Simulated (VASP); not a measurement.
Wanted: the native input for a VASP 6.6.1 run.

| Item | Value |
| --- | --- |
| Task | single point |
| Functional | PBEsol |
| Potentials or basis | VASP PAW PBE potentials, release 64 (Yb) |
| Cutoff | 520 eV |
| k mesh | 9 × 9 × 9 |
| Occupations | fermi-dirac, width 0.1 eV |
| Spin | no spin polarisation |
| Dipole correction | no |
| Further INCAR settings | ALGO = Normal; EDIFF = 1e-06; NBANDS = 18 |

The structure of Yb lies in POSCAR:

```
Yb
1.0
    3.2497087354      0.0000000000      0.0000000000
    0.0000000000      3.2497087354      0.0000000000
    0.0000000000      0.0000000000      3.2497087354
Yb
1
Direct
    0.0000000000      0.0000000000      0.0000000000
```

One way to write it, as run:

INCAR

```
ALGO     = Normal         # electronic algorithm
EDIFF    = 1E-6           # SCF threshold, eV
ENCUT    = 520            # plane-wave cutoff, eV
GGA      = PS             # functional
ISIF     = 2              # what is computed and relaxed
ISMEAR   = -1             # smearing method
LASPH    = T              # aspherical terms in the spheres
LCHARG   = F              # write CHGCAR
LREAL    = F              # projectors in reciprocal space
LWAVE    = F              # write WAVECAR
NBANDS   = 18             # bands
NELM     = 100            # most SCF steps
PREC     = Accurate       # precision mode
SIGMA    = 0.1            # smearing width, eV
```

KPOINTS

```
k-points
0
Gamma
  9 9 9
```

Potentials or basis: VASP PAW PBE potentials, release 64 (Yb).

Run with:

```sh
$ cat potpaw_PBE.64/Yb/POTCAR > POTCAR
$ mpirun -np 1 vasp_std > vasp.out
```

It gave:

The pressure is -0.4 GPa and the band gap on the k mesh is zero (band 12 reaches 1.62 eV, above the bottom of band 13 at 1.41 eV).

Caveat: the PAW data sets were made with another functional, which shifts forces and pressure a little; spin-orbit coupling is left out, which moves the levels of the heavy elements.

It took 70 s on 1 thread of AMD EPYC 7R13, with other jobs on the host, peak memory 0.13 GiB.
